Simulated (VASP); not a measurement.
Here is a VASP 6.6.1 calculation.

File INCAR:

```
SYSTEM = La
PREC = Accurate
ENCUT = 520
EDIFF = 1E-6
ISMEAR = -1
SIGMA = 0.1
LREAL = .FALSE.
LASPH = .TRUE.
NELM = 60
ALGO = Normal
ISIF = 2
LWAVE = .FALSE.
LCHARG = .TRUE.
GGA = PE
LELF = .TRUE.
LVHAR = .TRUE.
NBANDS = 30
```

Contents of KPOINTS:

```
regular mesh
0
G
  13 13 4
  0 0 0
```

File POSCAR:

```
La
1.0
    3.6692839919      0.0000000000      0.0000000000
   -1.8346419959      3.1776931507      0.0000000000
    0.0000000000      0.0000000000     11.7806804779
La
4
Direct
    0.0000000000      1.0000000000      1.0000000000
    0.0000000000      1.0000000000      0.5000000000
    0.3333333333      0.6666666667      0.7500000000
    0.6666666667      0.3333333333      0.2500000000
```

Potentials or basis: VASP PAW PBE potentials, release 64 (La).

Run with:

```sh
$ cat potpaw_PBE.64/La/POTCAR > POTCAR
$ mpirun -np 1 vasp_std > vasp.out
```

Question: Predict the pressure.

Answer: 2.3 GPa.

Question: Predict the band gap on the k mesh.

Answer: Zero (bands 22 and 23 overlap by 1.23 eV).

Stress tensor (GPa, compression positive):
```
2.31 0.00 0.00
0.00 2.31 0.00
0.00 0.00 2.41
```

Caveat: spin-orbit coupling is left out, which moves the levels of the heavy elements.
